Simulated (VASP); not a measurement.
## CoO: electric field gradients with PBE

The system is CoO.

```
Co O
1.0
     0.00000    2.10269    2.10269
     2.10269    0.00000    2.10269
     2.10269    2.10269    0.00000
Co O
1 1
Direct
  0.00000 0.00000 0.00000
  0.50000 0.50000 0.50000
```

```
Program                : VASP 6.6.1
Task                   : electric field gradients
Functional             : PBE
Potentials or basis    : VASP PAW PBE potentials, release 64 (Co, O)
Cutoff                 : 520 eV
k mesh                 : 16 × 16 × 16
Occupations            : fermi-dirac, width 0.05 eV
Spin                   : collinear spin, ferromagnetic start
Starting moments       : [2.0, 0.0] μB
Dipole correction      : no
Further INCAR settings : ALGO = Normal; EDIFF = 1e-08; NBANDS = 18
```

```yaml
Pressure: 4.2 GPa
Net_moment: 2.75 μB per cell
Site_moments: Co +2.45; O +0.26 μB
Largest_electric_field_gradient_by_atom: under 0.05 V/Å² on every atom
Valence_electrons_inside_the_program's_atomic_spheres: Co 7.87; O 5.00
```

Levels at points of the mesh, in eV from the Fermi level:
Spin up:
```
           k point  band 6  band 7  band 8  band 9  band 10  band 11  band 12  band 13
(0.00, 0.00, 0.00)   -3.22   -3.04   -3.04   -3.04     1.21    16.98    18.46    18.46
(0.50, 0.00, 0.00)   -2.26   -1.70    0.24    0.24     5.16     9.71    13.71    13.71
(0.50, 0.50, 0.00)   -2.84   -2.27   -1.95   -1.95     6.15    10.06    11.89    16.21
```
Spin down:
```tsv
k point	band 2	band 3	band 4	band 5	band 6	band 7	band 8	band 9	band 10	band 11
(0.00, 0.00, 0.00)	-2.80	-2.80	-2.80	-1.19	-1.19	-1.19	0.01	0.01	1.72	16.90
(0.50, 0.00, 0.00)	-7.95	-4.94	-4.94	-0.15	-0.15	0.17	2.77	2.77	5.43	10.44
(0.50, 0.50, 0.00)	-6.73	-4.09	-4.09	-2.39	0.12	0.12	0.51	1.03	6.97	10.48
```

It took 2.6 min on 1 thread of Intel Xeon 8259CL, on a shared host, peak memory 0.21 GiB.

Caveat: the cell stands under pressure; a cell with one magnetic atom can't hold antiferromagnetic order, which such compounds often take; semilocal functionals often make such compounds metallic where correlation or magnetic order opens a gap, which also shifts bond lengths. With open d or f shells a metallic result of PBE can be an artefact of self-interaction; +U or a hybrid may open a gap.
